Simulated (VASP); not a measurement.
# FeCo4 (P6_3/mmc) in VASP: single point with PBE

Aim: the single point of FeCo4 with PBE.

All numbers are computed with VASP 6.6.1; they aren't measurements. Logs are shortened: lines on timing, memory, paths and dates and some standing lists are left out, and cuts for length are marked.

**1. The cell of the first run**

The structure is hexagonal, space group P6_3/mmc (No. 194). Conventional cell: a = 2.496 Å, b = 2.496 Å, c = 19.716 Å, α = 90.00°, β = 90.00°, γ = 120.00°. Within 3.2 Å of Fe (site symmetry -6m2) lie 6 Co at 2.44 Å and 6 Fe at 2.50 Å. Within 3.2 Å of Co (site symmetry 3m) lie 12 Co at 2.44 to 2.50 Å. Co (site symmetry 3m) has 3 Fe at 2.44 Å and 9 Co at 2.44 to 2.50 Å within 3.2 Å.

**2. Single point, PBE, collinear spin, ferromagnetic start**

File INCAR:

```
SYSTEM = FeCo4
  PREC = Accurate
  ENCUT = 690
  EDIFF = 1E-6
  ISMEAR = 0
  SIGMA = 0.1
  LREAL = .False.
  LASPH = .True.
  NELM = 200
  ALGO = Normal
  ISIF = 2
  LWAVE = .False.
  LCHARG = .True.
  ISPIN = 2
  MAGMOM = 4 4 3 3 3 3 3 3 3 3
  LORBIT = 11
  LMAXMIX = 4
  GGA = PE
  LELF = .True.
  LVHAR = .True.
  NBANDS = 99
  GGA_COMPAT = .False.
```

File KPOINTS:

```
Automatic mesh
0
Gamma
  6 6 1
  0 0 0
```

File POSCAR:

```
FeCo4
1.0
    2.4958267700      0.0000000000      0.0000000000
   -1.2479133800      2.1614493800      0.0000000000
    0.0000000000      0.0000000000     19.7162187300
Fe Co
2 8
Direct
    0.3333333300      0.6666666700      0.2500000000
    0.6666666700      0.3333333300      0.7500000000
    0.3333333300      0.6666666700      0.0500000000
    0.3333333300      0.6666666700      0.4500000000
    0.3333333300      0.6666666700      0.6500000000
    0.3333333300      0.6666666700      0.8500000000
    0.6666666700      0.3333333300      0.1500000000
    0.6666666700      0.3333333300      0.3500000000
    0.6666666700      0.3333333300      0.5500000000
    0.6666666700      0.3333333300      0.9500000000
```

Potentials or basis: VASP PAW PBE potentials, release 64 (Fe_sv, Co_sv).

Command:

```sh
> cat potpaw_PBE.64/Fe_sv/POTCAR potpaw_PBE.64/Co_sv/POTCAR > POTCAR
> mpirun -np 1 vasp_std > vasp.out
```

OUTCAR:

```text
SYSTEM = FeCo4
   PREC = Accurate
   ENCUT = 690
   EDIFF = 1E-6
   ISMEAR = 0
   LREAL = .False.
   LASPH = .True.
   NELM = 200
   ISIF = 2
   ISPIN = 2
   LORBIT = 11
   GGA = PE

 ion  position               nearest neighbor table
   1  0.333  0.667  0.250-   7 2.44   8 2.44   7 2.44   8 2.44   7 2.44   8 2.44
   2  0.667  0.333  0.750-   5 2.44   6 2.44   5 2.44   6 2.44   5 2.44   6 2.44
   3  0.333  0.667  0.050-  10 2.44   7 2.44  10 2.44   7 2.44  10 2.44   7 2.44
   4  0.333  0.667  0.450-   9 2.44   8 2.44   9 2.44   8 2.44   9 2.44   8 2.44
   5  0.333  0.667  0.650-   2 2.44   9 2.44   2 2.44   9 2.44   2 2.44   9 2.44
   6  0.333  0.667  0.850-   2 2.44  10 2.44   2 2.44  10 2.44   2 2.44  10 2.44
   7  0.667  0.333  0.150-   1 2.44   3 2.44   1 2.44   3 2.44   1 2.44   3 2.44
   8  0.667  0.333  0.350-   1 2.44   4 2.44   1 2.44   4 2.44   1 2.44   4 2.44
   9  0.667  0.333  0.550-   4 2.44   5 2.44   4 2.44   5 2.44   4 2.44   5 2.44
  10  0.667  0.333  0.950-   3 2.44   6 2.44   3 2.44   6 2.44   3 2.44   6 2.44

  LATTYP: Found a hexagonal cell.
 ALAT       =     2.4958267700
 C/A-ratio  =     7.8996743552

  Lattice vectors:

 A1 = (   2.4958267700,   0.0000000000,   0.0000000000)
 A2 = (  -1.2479133800,   2.1614493800,   0.0000000000)
 A3 = (   0.0000000000,   0.0000000000,  19.7162187300)

Analysis of symmetry for initial positions (statically):
=====================================================================
 Subroutine PRICEL returns:
 Original cell was already a primitive cell.

 Routine SETGRP: Setting up the symmetry group for a
 hexagonal supercell.

 Subroutine GETGRP returns: Found 24 space group operations
 (whereof 12 operations were pure point group operations)
 out of a pool of 24 trial point group operations.

The static configuration has the point symmetry D_3d.
 The point group associated with its full space group is D_6h.

Analysis of symmetry for dynamics (positions and initial velocities):
=====================================================================
 Subroutine PRICEL returns:
 Original cell was already a primitive cell.

 Routine SETGRP: Setting up the symmetry group for a
 hexagonal supercell.

 Subroutine GETGRP returns: Found 24 space group operations
 (whereof 12 operations were pure point group operations)
 out of a pool of 24 trial point group operations.

The dynamic configuration has the point symmetry D_3d.
 The point group associated with its full space group is D_6h.

Analysis of structural, dynamic, and magnetic symmetry:
=====================================================================
 Subroutine PRICEL returns:
[... 160 lines left out ...]
 cond. band min:      12.4468202664   @ k =   0.3333   0.3333   0.0000
 fundamental gap:      0.0223393100
 Fermi energy:        12.4410437008

 spin component 1

 k-point     1 :       0.0000    0.0000    0.0000
  band No.  band energies     occupation
      1     -83.5802      1.00000
      2     -83.5802      1.00000
      3     -83.5483      1.00000
      4     -83.5483      1.00000
      5     -83.4934      1.00000
      6     -83.4933      1.00000
[... 682 lines left out ...]
     95      17.7867      0.00000
     96      17.8266      0.00000
 Fermi energy:        12.4410437008

 spin component 2

 k-point     1 :       0.0000    0.0000    0.0000
  band No.  band energies     occupation
      1     -81.4881      1.00000
      2     -81.4881      1.00000
      3     -81.4547      1.00000
      4     -81.4547      1.00000
      5     -81.4051      1.00000
      6     -81.4050      1.00000
[... 682 lines left out ...]
     95      18.6032      0.00000
     96      18.6041      0.00000
 [bands above 96 left out]

------------------------ aborting loop because EDIFF is reached ----------------------------------------

  FORCE on cell =-STRESS in cart. coord.  units (eV):
  Direction    XX          YY          ZZ          XY          YZ          ZX
  --------------------------------------------------------------------------------------
  -------------------------------------------------------------------------------------
  Total        2.4464129      2.4464129     10.1567049      0.0000000     -0.0000000      0.0000000
  in kB       36.8516725     36.8516723    152.9960723      0.0000001     -0.0000000      0.0000000
  external PRESSURE =      75.5664724 kB  Pullay stress =       0.0000000 kB

 VOLUME and BASIS-vectors are now :
 -----------------------------------------------------------------------------
  energy-cutoff  :      690.00
  volume of cell :      106.36
      direct lattice vectors                 reciprocal lattice vectors
     2.495826770  0.000000000  0.000000000     0.400668833  0.231326258  0.000000000
    -1.247913380  2.161449380  0.000000000     0.000000000  0.462652519  0.000000000
     0.000000000  0.000000000 19.716218730     0.000000000  0.000000000  0.050719665

 POSITION                                       TOTAL-FORCE (eV/Angst)
 -----------------------------------------------------------------------------------
     -0.00000      1.44097      4.92905         0.000000     -0.000000      0.000000
      1.24791      0.72048     14.78716         0.000000     -0.000000      0.000000
     -0.00000      1.44097      0.98581         0.000000     -0.000000     -0.064633
     -0.00000      1.44097      8.87230         0.000000     -0.000000      0.064633
     -0.00000      1.44097     12.81554        -0.000000     -0.000000     -0.396303
     -0.00000      1.44097     16.75879        -0.000000     -0.000000      0.396303
      1.24791      0.72048      2.95743         0.000000      0.000000     -0.396303
      1.24791      0.72048      6.90068         0.000000     -0.000000      0.396303
      1.24791      0.72048     10.84392        -0.000000      0.000000     -0.064633
      1.24791      0.72048     18.73041        -0.000000      0.000000      0.064633
 -----------------------------------------------------------------------------------
    total drift:                               -0.000064      0.000037     -0.000003

  FREE ENERGIE OF THE ION-ELECTRON SYSTEM (eV)
  ---------------------------------------------------
  free  energy   TOTEN  =       -73.2737327662 eV

  energy  without entropy=      -73.2278067924  energy(sigma->0) =      -73.25076978

 total charge

# of ion       s       p       d       tot
------------------------------------------
    1        2.196   6.042   5.548  13.786
    2        2.196   6.042   5.548  13.786
    3        2.251   6.124   6.701  15.076
    4        2.251   6.124   6.701  15.076
    5        2.254   6.127   6.706  15.087
    6        2.254   6.127   6.706  15.087
    7        2.254   6.127   6.706  15.087
    8        2.254   6.127   6.706  15.087
    9        2.251   6.124   6.701  15.076
   10        2.251   6.124   6.701  15.076
--------------------------------------------------
tot         22.413  61.088  64.721 148.222

 magnetization (x)

# of ion       s       p       d       tot
------------------------------------------
    1        0.000  -0.003   2.278   2.275
    2        0.000  -0.003   2.278   2.275
    3       -0.005  -0.013   1.722   1.704
    4       -0.005  -0.013   1.722   1.704
    5       -0.006  -0.013   1.716   1.696
    6       -0.006  -0.013   1.716   1.696
    7       -0.006  -0.013   1.716   1.696
    8       -0.006  -0.013   1.716   1.696
    9       -0.005  -0.013   1.722   1.704
   10       -0.005  -0.013   1.722   1.704
--------------------------------------------------
tot         -0.044  -0.112  18.307  18.151
```

OSZICAR:

```text
N       E                     dE             d eps       ncg     rms          rms(c)
DAV:   1     0.552243473732E+04    0.55224E+04   -0.92156E+04  3100   0.587E+03
DAV:   2     0.141837474526E+04   -0.41041E+04   -0.40261E+04  3060   0.177E+03
[... 23 lines left out ...]
DAV:  26    -0.732736977384E+02   -0.43405E-04   -0.58547E-05  4373   0.925E-02    0.108E-01
DAV:  27    -0.732737209044E+02   -0.23166E-04   -0.42864E-05  4296   0.698E-02    0.620E-02
DAV:  28    -0.732737265178E+02   -0.56134E-05   -0.14858E-05  3688   0.399E-02    0.366E-02
DAV:  29    -0.732737314864E+02   -0.49686E-05   -0.12436E-05  3162   0.350E-02    0.112E-02
DAV:  30    -0.732737328012E+02   -0.13148E-05   -0.59516E-06  2838   0.225E-02    0.816E-03
DAV:  31    -0.732737327662E+02    0.35026E-07   -0.19660E-06  1757   0.167E-02
   1 F= -.73273733E+02 E0= -.73250770E+02  d E =-.459260E-01  mag=    17.7081
```

stdout:

```text
POSCAR found type information on POSCAR FeCo
 POSCAR found :  2 types and      10 ions
 scaLAPACK will be used
 LDA part: xc-table for (Slater+PW92), standard interpolation
 POSCAR, INCAR and KPOINTS ok, starting setup
 FFT: planning ... GRIDC
 FFT: planning ... GRID_SOFT
 FFT: planning ... GRID
 WAVECAR not read
 entering main loop
```

Run time: 12 min. Hardware: 1 thread of Intel Xeon Platinum 8259CL at 2.50GHz (Skylake/Cascade Lake), shared host; peak memory 0.45 GiB.

What came out:

| Property | Result |
| --- | --- |
| Free energy | -73.2737 eV |
| Pressure | 7.6 GPa |
| Largest force | 0.396 eV/Å |
| Net moment | 17.71 μB per cell |
| Site moments | Fe +2.27; Co +1.70 μB |
| Valence electrons inside the program's atomic spheres | Fe 13.79; Co 15.08, 15.09 (each value once) |

Forces in eV/Å, atoms in the order of the input:
```
Fe   0.000  0.000  0.000
Fe   0.000  0.000  0.000
Co   0.000  0.000 -0.065
Co   0.000  0.000  0.065
Co   0.000  0.000 -0.396
Co   0.000  0.000  0.396
Co   0.000  0.000 -0.396
Co   0.000  0.000  0.396
Co   0.000  0.000 -0.065
Co   0.000  0.000  0.065
```

Caveat: the k points lie up to 0.48 Å⁻¹ apart.
